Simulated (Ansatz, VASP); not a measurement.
## AlNi3: VASP beside Ansatz

Contents of INCAR:

```
ALGO     = Fast           # electronic algorithm
EDIFF    = 1E-7           # SCF threshold, eV
ENCUT    = 520            # plane-wave cutoff, eV
GGA      = PE             # functional
ISIF     = 2              # what is computed and relaxed
ISMEAR   = 0              # smearing method
LASPH    = True           # aspherical terms in the spheres
LCHARG   = False          # write CHGCAR
LREAL    = False          # projectors in reciprocal space
LWAVE    = False          # write WAVECAR
NBANDS   = 24             # bands
NELM     = 80             # most SCF steps
PREC     = Accurate       # precision mode
SIGMA    = 0.15           # smearing width, eV
```

KPOINTS

```
k-points
0
Gamma
  14 14 14
```

POSCAR

```
AlNi3
1.0
   -0.3342710108      2.6789893033      2.6789893033
    2.6789893033     -0.3342710108      2.6789893033
    2.6789893033      2.6789893033     -0.3342710108
Al Ni
1 3
Direct
    0.5000000000      0.5000000000      0.5000000000
    0.2500000000      0.2500000000      0.2500000000
    0.0000000000      0.0000000000      0.0000000000
    0.7500000000      0.7500000000      0.7500000000
```

Input for Ansatz:

```yaml
crystal:
  lattice:
    - [-0.3342710108, 2.6789893033, 2.6789893033]
    - [2.6789893033, -0.3342710108, 2.6789893033]
    - [2.6789893033, 2.6789893033, -0.3342710108]
  atoms:
    - { symbol: Al, position: [0.5, 0.5, 0.5] }
    - { symbol: Ni, position: [0.25, 0.25, 0.25] }
    - { symbol: Ni, position: [0.0, 0.0, 0.0] }
    - { symbol: Ni, position: [0.75, 0.75, 0.75] }
basis:
  ecutwfc: 520.0
kpoints:
  mp_grid: { grid: [14, 14, 14] }
hamiltonian:
  xc: pbe
  pseudopotentials: { kind: paw, azcp: { folder: soft_1 } }
scf:
  occupations: { method: gaussian, width: 0.15 }
output:
  forces: true
  stress: true
  eigenvalues: true
```

Alike in both runs: task single point; functional PBE; k mesh 14 × 14 × 14; occupations gaussian, width 0.15 eV; no spin polarisation.

```csv
,VASP,Ansatz
version,VASP 6.6.1,Ansatz 0.2.0
potentials or method,"VASP PAW PBE potentials, release 64 (Al, Ni), cutoff 520 eV","scalar-relativistic, plane waves, PAW"
valence electrons in the cell,33,57
```

```csv
,VASP,Ansatz,Ansatz less VASP
gap on the k mesh at the Fermi level (eV),none,none,-
pressure (GPa),8.5,8.6,+0.06
"traceless stress, the component that is largest in VASP (GPa)",22.68,22.83,+0.151
rms of the force components (eV/Å),0.144,0.157,+0.0129
```

Atom by atom the forces differ by 0.013 eV/Å (rms over components). A gap of «none» marks a metal or a gap that the smearing closes. VASP's potentials hold 33 valence electrons a cell and Ansatz's 57, so a difference there can come from the potentials and not from the codes.
